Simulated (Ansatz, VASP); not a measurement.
# One calculation of Sr, two programs

File INCAR:

```
SYSTEM = Sr
ALGO = Normal
EDIFF = 1E-6
EDIFFG = -0.005
ENCUT = 600
GGA = PE
IBRION = 2
ISIF = 3
ISMEAR = 0
LASPH = .True.
LCHARG = .False.
LREAL = .False.
LWAVE = .False.
NELM = 60
NSW = 100
PREC = Accurate
SIGMA = 0.1
```

File KPOINTS:

```
k-points
0
Gamma
  12 12 12
  0 0 0
```

POSCAR

```
Sr
1.0
    0.0000000000      3.0423500000      3.0423500000
    3.0423500000      0.0000000000      3.0423500000
    3.0423500000      3.0423500000      0.0000000000
Sr
1
Direct
    0.0000000000      0.0000000000      0.0000000000
```

Input for Ansatz:

```yaml
crystal:
  lattice:
    - [0.0, 3.04235, 3.04235]
    - [3.04235, 0.0, 3.04235]
    - [3.04235, 3.04235, 0.0]
  atoms:
    - { symbol: Sr, position: [0.0, 0.0, 0.0] }
basis:
  ecutwfc: 420
kpoints:
  mp_grid: { grid: [12, 12, 12] }
hamiltonian:
  xc: pbe
scf:
  occupations: { method: gaussian, width: 0.1 }
output:
  forces: true
  stress: true
  eigenvalues: true
relax:
  adjacent_minimum: "off"
  f_tol: 0.005
  max_steps: 80
  cell: { stress_tol: 0.05 }
```

Alike in both runs: task relaxation of cell and atoms; functional PBE; k mesh 12 × 12 × 12; occupations gaussian, width 0.1 eV; no spin polarisation.

|  | VASP | Ansatz |
| --- | --- | --- |
| version | VASP 6.6.1 | Ansatz 0.2.0 |
| potentials or method | VASP PAW PBE potentials, release 64 (Sr_sv), cutoff 600 eV | scalar-relativistic, plane waves, PAW |
| valence electrons in the cell | 10 | 10 |

```tsv
	VASP	Ansatz	Ansatz less VASP
gap on the k mesh at the Fermi level, each at its own relaxed structure (eV)	none	none	-
relaxed volume (Å³/atom)	54.83	54.70	-0.138
relaxed cell length with the largest relative difference (Å)	4.264	4.261	-0.0036
```

A gap of «none» marks a metal or a gap that the smearing closes.
